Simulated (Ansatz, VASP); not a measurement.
**TaRu: VASP beside Ansatz**

INCAR

```
SYSTEM = TaRu
PREC = Accurate
ENCUT = 400
EDIFF = 1E-8
ISMEAR = -1
SIGMA = 0.03
LREAL = .False.
LASPH = .True.
NELM = 120
ALGO = Normal
ISIF = 2
LWAVE = .False.
LCHARG = .False.
LEFG = .True.
NBANDS = 20
GGA_COMPAT = .False.
```

KPOINTS

```
Automatic mesh
0
Gamma
  13 13 13
  0 0 0
```

POSCAR

```
TaRu
1.0
    3.1870000000      0.0159350000      0.0159350000
    0.0159350000      3.1870000000      0.0159350000
    0.0159350000      0.0159350000      3.1870000000
Ta Ru
1 1
Direct
    0.5000000000      0.5000000000      0.5000000000
    0.0000000000      0.0000000000      0.0000000000
```

Input for Ansatz:

```yaml
crystal:
  lattice:
    - [3.187, 0.015935, 0.015935]
    - [0.015935, 3.187, 0.015935]
    - [0.015935, 0.015935, 3.187]
  atoms:
    - { symbol: Ta, position: [0.5, 0.5, 0.5] }
    - { symbol: Ru, position: [0.0, 0.0, 0.0] }
kpoints:
  mp_grid: { grid: [13, 13, 13] }
scf:
  occupations: { method: fermi_dirac, width: 0.03 }
hamiltonian:
  xc: lda
  pseudopotentials: { kind: paw }
output:
  forces: true
  stress: true
  eigenvalues: true
  efg: { contact_densities: true }
  write_density: true
  write_potential: true
  elf: true
  volumetric_format: npy
```

Change from the starting cell: equal xy, yz and zx shear strains of +1 %, PAW files.

Alike in both runs: task electric field gradients; functional LDA; k mesh 13 × 13 × 13; occupations fermi-dirac, width 0.03 eV; no spin polarisation.

|  | VASP | Ansatz |
| --- | --- | --- |
| version | VASP 6.6.1 | Ansatz 0.2.0 |
| potentials or method | VASP PAW LDA potentials, release 64 (Ta_pv, Ru_pv) | PAW with Ansatz's default frozen-core files, scalar-relativistic |
| plane-wave cutoff (eV) | 400 | 420 |
| valence electrons in the cell | 25 | 29 |

```tsv
	VASP	Ansatz	Ansatz less VASP
pressure (GPa)	-15.9	-16.3	-0.42
traceless stress, the component that is largest in VASP (GPa)	-0.69	-0.68	+0.011
size of Vzz on the site where it differs most (V/Å²)	2.8	3.7	+0.90
```

LDA's correlation is that of Perdew and Zunger in VASP and of Perdew and Wang (1992) in Ansatz. VASP's potentials hold 25 valence electrons a cell and Ansatz's 29, so a difference there can come from the potentials and not from the codes.

Spin-orbit coupling is off throughout.
